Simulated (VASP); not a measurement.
# Be2C (Fm-3m) in VASP: notebook

Runs on Be2C. Level: r2SCAN. Tasks: single point.

Everything below comes from runs of VASP 6.6.1. Logs are shortened: lines on timing, memory, paths and dates and some standing lists are left out, and cuts for length are marked.

### 1 The cell of the first run

Symmetry: Fm-3m, No. 225, cubic system. Conventional cell: a = 4.202 Å, b = 4.202 Å, c = 4.202 Å, α = 90.00°, β = 90.00°, γ = 90.00°. Within 2.4 Å of Be (site symmetry -43m) lie 4 C at 1.82 Å and 6 Be at 2.10 Å. Within 2.4 Å of C (site symmetry m-3m) lie 8 Be at 1.82 Å.

### 2 Single point, r2SCAN

Input file POSCAR:

```
Be2C
1.0
    0.0000000000      2.1010674938      2.1010674938
    2.1010674938      0.0000000000      2.1010674938
    2.1010674938      2.1010674938      0.0000000000
Be C
2 1
Direct
    0.2500000000      0.2500000000      0.2500000000
    0.7500000000      0.7500000000      0.7500000000
    0.0000000000      0.0000000000      0.0000000000
```

Input file INCAR.step1:

```
SYSTEM = Be2C
ALGO = Normal
EDIFF = 1E-5
ENCUT = 660
GGA = PE
GGA_COMPAT = .FALSE.
ISMEAR = 0
LASPH = .TRUE.
LCHARG = .FALSE.
LREAL = .FALSE.
LWAVE = .TRUE.
NBANDS = 11
NELM = 120
PREC = Accurate
SIGMA = 0.01
```

Input file INCAR.step2:

```
SYSTEM = Be2C
ALGO = Normal
EDIFF = 1E-6
ENCUT = 660
GGA_COMPAT = .FALSE.
ISIF = 2
ISMEAR = 0
ISTART = 1
LASPH = .TRUE.
LCHARG = .FALSE.
LMIXTAU = .TRUE.
LREAL = .FALSE.
LWAVE = .FALSE.
METAGGA = R2SCAN
NBANDS = 11
NELM = 120
PREC = Accurate
SIGMA = 0.01
```

Input file KPOINTS:

```
k-points
0
G
  8 8 8
  0 0 0
```

Potentials or basis: VASP PAW PBE potentials, release 64 (Be, C).

The run is started by

```
$ cat potpaw_PBE.64/Be/POTCAR potpaw_PBE.64/C/POTCAR > POTCAR
$ cp INCAR.step1 INCAR
$ mpirun -np 1 vasp_std > vasp.out
$ cp INCAR.step2 INCAR
$ mpirun -np 1 vasp_std > vasp.out
```

OUTCAR:

```text
SYSTEM = Be2C
   EDIFF = 1E-6
   ENCUT = 660
   ISIF = 2
   ISMEAR = 0
   ISTART = 1
   LASPH = .TRUE.
   LREAL = .FALSE.
   METAGGA = R2SCAN
   NELM = 120
   PREC = Accurate

 ion  position               nearest neighbor table
   1  0.250  0.250  0.250-   3 1.82   3 1.82   3 1.82   3 1.82   2 2.10   2 2.10   2 2.10   2 2.10
                             2 2.10   2 2.10
   2  0.750  0.750  0.750-   3 1.82   3 1.82   3 1.82   3 1.82   1 2.10   1 2.10   1 2.10   1 2.10
                             1 2.10   1 2.10
   3  0.000  0.000  0.000-   2 1.82   2 1.82   2 1.82   1 1.82   1 1.82   1 1.82   2 1.82   1 1.82

  LATTYP: Found a face centered cubic cell.
 ALAT       =     4.2021349876

  Lattice vectors:

 A1 = (   0.0000000000,   2.1010674938,   2.1010674938)
 A2 = (   2.1010674938,   0.0000000000,   2.1010674938)
 A3 = (   2.1010674938,   2.1010674938,   0.0000000000)

Analysis of symmetry for initial positions (statically):
=====================================================================
 Subroutine PRICEL returns:
 Original cell was already a primitive cell.

 Routine SETGRP: Setting up the symmetry group for a
 face centered cubic supercell.

 Subroutine GETGRP returns: Found 48 space group operations
 (whereof 48 operations were pure point group operations)
 out of a pool of 48 trial point group operations.

The static configuration has the point symmetry O_h .

Analysis of symmetry for dynamics (positions and initial velocities):
=====================================================================
 Subroutine PRICEL returns:
 Original cell was already a primitive cell.

 Routine SETGRP: Setting up the symmetry group for a
 face centered cubic supercell.

 Subroutine GETGRP returns: Found 48 space group operations
 (whereof 48 operations were pure point group operations)
 out of a pool of 48 trial point group operations.

The dynamic configuration has the point symmetry O_h .

 Subroutine INISYM returns: Found 48 space group operations
 (whereof 48 operations are pure point group operations),
 and found     1 'primitive' translations

----------------------------------------------------------------------------------------

                                     Primitive cell

  volume of cell :      18.5503

  direct lattice vectors                    reciprocal lattice vectors
     0.000000000  2.101067494  2.101067494    -0.237974269  0.237974269  0.237974269
     2.101067494  0.000000000  2.101067494     0.237974269 -0.237974269  0.237974269
     2.101067494  2.101067494  0.000000000     0.237974269  0.237974269 -0.237974269

  length of vectors
[... 97 lines left out ...]
   EMIN   =  10.00;   EMAX   =-10.00  energy-range for DOS
   EFERMI =   0.00;   METHOD = LEGACY
   ISMEAR =     0;   SIGMA  =   0.01  broadening in eV -4-tet -1-fermi 0-gaus
   EFERMI_NEDOS =   21; number of points for ismear=-14 and -15
   IALGO  =     38    algorithm
   IMIX   =      4    mixing-type and parameters
     AMIX     =   0.40;   BMIX     =  1.00
     AMIX_MAG =   1.60;   BMIX_MAG =  1.00
  volume/ion in A,a.u.               =       6.18        41.73
  Fermi-wavevector in a.u.,A,eV,Ry     =   1.236863  2.337332 20.814592  1.529829
  Thomas-Fermi vector in A             =   2.371454
   LORBIT       =      0    0 simple, 1 ext, 2 COOP (PROOUT), +10 PAW based schemes
   METAGGA = R2SCAN    functional components
   LHFCALC =     F    Hartree Fock is set to
   AEXX    =    0.0000 exact exchange contribution
   IVDW    =     0    specifies the selected vdW correction
   LEPSILON=     F    determine dielectric tensor
   LRPA    =     F    only Hartree local field effects (RPA)
 non-spin polarized calculation
 Gauss-broadening in eV      SIGMA  =   0.01
  energy-cutoff  :      660.00
  volume of cell :       18.55
 maximum number of plane-waves:       725
 NGX is ok and might be reduce to    28
   NGX = 13   NGY = 13   NGZ = 13

 number of electron       8.0000000 magnetization

 Free energy of the ion-electron system (eV)
  ---------------------------------------------------
  ext. energy  EPLUGINS =         0.00000000
  ---------------------------------------------------
  free energy    TOTEN  =       -19.36976417 eV

  energy without entropy =      -19.36976417  energy(sigma->0) =      -19.36976417

 E-fermi :   8.7329     XC(G=0): -12.4049

 val. band max:        8.6060511731   @ k =   0.0000   0.0000   0.0000
 cond. band min:      10.1724898458   @ k =   0.5000   0.5000   0.0000
 fundamental gap:      1.5664386726
 Fermi energy:         8.7329403154

 k-point     1 :       0.0000    0.0000    0.0000
  band No.  band energies     occupation
      1      -8.0196      2.00000
      2       8.6061      2.00000
      3       8.6061      2.00000
      4       8.6061      2.00000
      5      13.4031      0.00000
      6      13.4031      0.00000
      7      13.4031      0.00000
      8      17.0861      0.00000
      9      23.7248      0.00000
     10      23.7248      0.00000
     11      23.7248      0.00000
[... 309 lines left out ...]
 k-point    24 :      -0.3750    0.2500    0.1250
  band No.  band energies     occupation
      1      -4.3333      2.00000
      2      -0.3031      2.00000
      3       4.0436      2.00000
      4       4.8250      2.00000
      5      14.5559      0.00000
      6      16.3000      0.00000
      7      20.0851      0.00000
      8      20.8423      0.00000
      9      22.5547      0.00000
     10      24.4228      0.00000
     11      28.9096      0.00000

 [... further k-points ...]

------------------------ aborting loop because EDIFF is reached ----------------------------------------

  FORCE on cell =-STRESS in cart. coord.  units (eV):
  Direction    XX          YY          ZZ          XY          YZ          ZX
  --------------------------------------------------------------------------------------
  -------------------------------------------------------------------------------------
  Total        2.4103052      2.4103052      2.4103052     -0.0000000      0.0000000      0.0000000
  in kB      208.1769348    208.1769348    208.1769348     -0.0000000      0.0000000      0.0000000
  external PRESSURE =     208.1769348 kB  Pullay stress =       0.0000000 kB

 VOLUME and BASIS-vectors are now :
 -----------------------------------------------------------------------------
  energy-cutoff  :      660.00
  volume of cell :       18.55
      direct lattice vectors                 reciprocal lattice vectors
     0.000000000  2.101067494  2.101067494    -0.237974269  0.237974269  0.237974269
     2.101067494  0.000000000  2.101067494     0.237974269 -0.237974269  0.237974269
     2.101067494  2.101067494  0.000000000     0.237974269  0.237974269 -0.237974269

 POSITION                                       TOTAL-FORCE (eV/Angst)
 -----------------------------------------------------------------------------------
      1.05053      1.05053      1.05053        -0.000000      0.000000      0.000000
      3.15160      3.15160      3.15160         0.000000     -0.000000     -0.000000
      0.00000      0.00000      0.00000         0.000000      0.000000      0.000000
 -----------------------------------------------------------------------------------
    total drift:                               -0.000000     -0.000000      0.000000

  FREE ENERGIE OF THE ION-ELECTRON SYSTEM (eV)
  ---------------------------------------------------
  free  energy   TOTEN  =       -19.3697641705 eV

  energy  without entropy=      -19.3697641705  energy(sigma->0) =      -19.36976417
```

OSZICAR.step1:

```text
N       E                     dE             d eps       ncg     rms          rms(c)
DAV:   1     0.747560327921E+01    0.74756E+01   -0.44950E+03   638   0.801E+02
DAV:   2    -0.177160842783E+02   -0.25192E+02   -0.23823E+02   811   0.146E+02
DAV:   3    -0.185606794289E+02   -0.84460E+00   -0.84120E+00   834   0.198E+01
DAV:   4    -0.185660386640E+02   -0.53592E-02   -0.53583E-02   750   0.195E+00
DAV:   5    -0.185660677392E+02   -0.29075E-04   -0.29075E-04   792   0.126E-01    0.564E+00
DAV:   6    -0.174316356049E+02    0.11344E+01   -0.30073E+00   665   0.853E+00    0.231E+00
DAV:   7    -0.173586529907E+02    0.72983E-01   -0.23370E-01   788   0.343E+00    0.135E+00
DAV:   8    -0.173485479230E+02    0.10105E-01   -0.12319E-02   694   0.137E+00    0.198E-01
DAV:   9    -0.173483783488E+02    0.16957E-03   -0.23639E-04   774   0.110E-01    0.110E-01
DAV:  10    -0.173483794674E+02   -0.11186E-05   -0.11165E-04   748   0.793E-02    0.987E-03
DAV:  11    -0.173483786914E+02    0.77602E-06   -0.13075E-05   517   0.199E-02
   1 F= -.17348379E+02 E0= -.17348379E+02  d E =-.504929E-13
```

Run time: 91 s. Hardware: 1 thread of Intel Xeon Platinum 8259CL at 2.50GHz (Skylake/Cascade Lake), shared host; peak memory 0.15 GiB.

What came out:

```
Free energy            : -19.3698 eV
Pressure               : 20.8 GPa
Band gap on the k mesh : 1.57 eV (least direct gap 4.80 eV)
```

Caveat: the cell stands under pressure; the PAW data sets were made with another functional, which shifts forces and pressure a little. A k mesh can miss the band edges.

### 3 Single point, r2SCAN

This run uses another cell than the first one, of 6.57 Å³/atom.

Input file POSCAR:

```
Be2C
1.0
    0.0000000000      2.1438234464      2.1438234464
    2.1438234464      0.0000000000      2.1438234464
    2.1438234464      2.1438234464      0.0000000000
Be C
2 1
Direct
    0.2500000000      0.2500000000      0.2500000000
    0.7500000000      0.7500000000      0.7500000000
    0.0000000000      0.0000000000      0.0000000000
```

Input file INCAR.step1:

```
  PREC = Accurate
  ENCUT = 660
  ISMEAR = 0
  SIGMA = 0.01
  LREAL = F
  LASPH = T
  NELM = 120
  NBANDS = 11
  GGA = PE
  ALGO = Normal
  EDIFF = 1E-5
  LWAVE = T
  LCHARG = F
  GGA_COMPAT = F
```

Input file INCAR.step2:

```
  PREC = Accurate
  ENCUT = 660
  EDIFF = 1E-6
  ISMEAR = 0
  SIGMA = 0.01
  LREAL = F
  LASPH = T
  NELM = 120
  ALGO = Normal
  ISIF = 2
  LWAVE = F
  LCHARG = F
  METAGGA = R2SCAN
  LMIXTAU = T
  NBANDS = 11
  ISTART = 1
  GGA_COMPAT = F
```

Input file KPOINTS:

```
regular mesh
0
Gamma
  8 8 8
```

Potentials or basis: VASP PAW PBE potentials, release 64 (Be, C).

The run is started by

```
$ cat potpaw_PBE.64/Be/POTCAR potpaw_PBE.64/C/POTCAR > POTCAR
$ cp INCAR.step1 INCAR
$ mpirun -np 1 vasp_std > vasp.out
$ cp INCAR.step2 INCAR
$ mpirun -np 1 vasp_std > vasp.out
```

OUTCAR:

```text
PREC = Accurate
   ENCUT = 660
   EDIFF = 1E-6
   ISMEAR = 0
   LREAL = F
   LASPH = T
   NELM = 120
   ISIF = 2
   METAGGA = R2SCAN
   ISTART = 1

 ion  position               nearest neighbor table
   1  0.250  0.250  0.250-   3 1.86   3 1.86   3 1.86   3 1.86   2 2.14   2 2.14   2 2.14   2 2.14
                             2 2.14   2 2.14
   2  0.750  0.750  0.750-   3 1.86   3 1.86   3 1.86   3 1.86   1 2.14   1 2.14   1 2.14   1 2.14
                             1 2.14   1 2.14
   3  0.000  0.000  0.000-   2 1.86   2 1.86   2 1.86   1 1.86   2 1.86   1 1.86   1 1.86   1 1.86

  LATTYP: Found a face centered cubic cell.
 ALAT       =     4.2876468928

  Lattice vectors:

 A1 = (   0.0000000000,   2.1438234464,   2.1438234464)
 A2 = (   2.1438234464,   0.0000000000,   2.1438234464)
 A3 = (   2.1438234464,   2.1438234464,   0.0000000000)

Analysis of symmetry for initial positions (statically):
=====================================================================
 Subroutine PRICEL returns:
 Original cell was already a primitive cell.

 Routine SETGRP: Setting up the symmetry group for a
 face centered cubic supercell.

[... 181 lines left out ...]
      4       7.9963      2.00000
      5      12.6715      0.00000
      6      12.6715      0.00000
      7      12.6715      0.00000
      8      15.7370      0.00000
      9      22.6128      0.00000
     10      22.6128      0.00000
     11      22.6128      0.00000
[... 309 lines left out ...]
 k-point    24 :      -0.3750    0.2500    0.1250
  band No.  band energies     occupation
      1      -4.6464      2.00000
      2      -0.5320      2.00000
      3       3.6077      2.00000
      4       4.4046      2.00000
      5      13.7676      0.00000
      6      15.3352      0.00000
      7      18.8515      0.00000
      8      19.7380      0.00000
      9      21.3158      0.00000
     10      23.1514      0.00000
     11      27.2983      0.00000

 [... further k-points ...]

------------------------ aborting loop because EDIFF is reached ----------------------------------------

  FORCE on cell =-STRESS in cart. coord.  units (eV):
  Direction    XX          YY          ZZ          XY          YZ          ZX
  --------------------------------------------------------------------------------------
  -------------------------------------------------------------------------------------
  Total        0.7116777      0.7116777      0.7116777     -0.0000000      0.0000000      0.0000000
  in kB       57.8624587     57.8624587     57.8624587     -0.0000000      0.0000000      0.0000000
  external PRESSURE =      57.8624587 kB  Pullay stress =       0.0000000 kB

 VOLUME and BASIS-vectors are now :
 -----------------------------------------------------------------------------
  energy-cutoff  :      660.00
  volume of cell :       19.71
      direct lattice vectors                 reciprocal lattice vectors
     0.000000000  2.143823446  2.143823446    -0.233228161  0.233228161  0.233228161
     2.143823446  0.000000000  2.143823446     0.233228161 -0.233228161  0.233228161
     2.143823446  2.143823446  0.000000000     0.233228161  0.233228161 -0.233228161

 POSITION                                       TOTAL-FORCE (eV/Angst)
 -----------------------------------------------------------------------------------
      1.07191      1.07191      1.07191        -0.000000     -0.000000     -0.000000
      3.21574      3.21574      3.21574         0.000000      0.000000      0.000000
      0.00000      0.00000      0.00000        -0.000000      0.000000     -0.000000
 -----------------------------------------------------------------------------------
    total drift:                               -0.000000     -0.000000      0.000000

  FREE ENERGIE OF THE ION-ELECTRON SYSTEM (eV)
  ---------------------------------------------------
  free  energy   TOTEN  =       -19.4652920589 eV

  energy  without entropy=      -19.4652920589  energy(sigma->0) =      -19.46529206
```

It took 74 s on 1 thread of Intel Xeon Platinum 8259CL at 2.50GHz (Skylake/Cascade Lake), shared host; peak memory 0.15 GiB.

What came out:

```
Free energy            : -19.4653 eV
Pressure               : 5.8 GPa
Band gap on the k mesh : 1.54 eV (least direct gap 4.68 eV)
```

Levels at points of the mesh, in eV from the valence-band top:
```csv
k point,band 1,band 2,band 3,band 4,band 5,band 6,band 7,band 8
"(0.00, 0.00, 0.00)",-16.16,0.00,0.00,0.00,4.68,4.68,4.68,7.74
"(0.50, 0.00, 0.00)",-13.13,-9.26,-1.95,-1.95,5.59,5.59,7.88,10.99
"(0.50, 0.50, 0.00)",-12.30,-7.24,-5.03,-5.03,1.54,6.38,14.72,14.72
```

Caveat: the cell stands under pressure; the PAW data sets were made with another functional, which shifts forces and pressure a little. A k mesh can miss the band edges.
